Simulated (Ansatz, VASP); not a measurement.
# One calculation of MoS2, two programs

```
CELL_PARAMETERS angstrom
1.53715 0.88747 6.42973
-1.53715 0.88747 6.42973
0.00000 -1.77495 6.42973
ATOMIC_POSITIONS crystal
Mo 0.00002 0.00002 0.00002
S 0.75354 0.75354 0.75354
S 0.57975 0.57975 0.57975
```

Alike in both runs: task single point; functional PBE; dispersion D3(BJ); k mesh 12 × 12 × 12; occupations gaussian, width 0.05 eV; no spin polarisation.

```csv
,VASP,Ansatz
version,VASP 6.6.1,Ansatz 0.2.0
potentials or method,"VASP PAW PBE potentials, release 64 (Mo_sv, S), cutoff 520 eV","scalar-relativistic, plane waves, PAW"
valence electrons in the cell,26,26
```

Ansatz gave:

| Property | Result |
| --- | --- |
| gap on the k mesh at the Fermi level (eV) | 1.12 |
| least direct gap on the mesh (eV) | 1.85 |
| pressure (GPa) | -3.7 |
| traceless stress, the component that is largest in VASP (GPa) | -11.88 |
| rms of the force components (eV/Å) | 0.656 |

Q: What did VASP give for the same quantities?

A: gap on the k mesh at the Fermi level (eV): 1.12; least direct gap on the mesh (eV): 1.86; pressure (GPa): -3.8; traceless stress, the component that is largest in VASP (GPa): -11.93; rms of the force components (eV/Å): 0.661.

Atom by atom the forces differ by 0.005 eV/Å (rms over components).
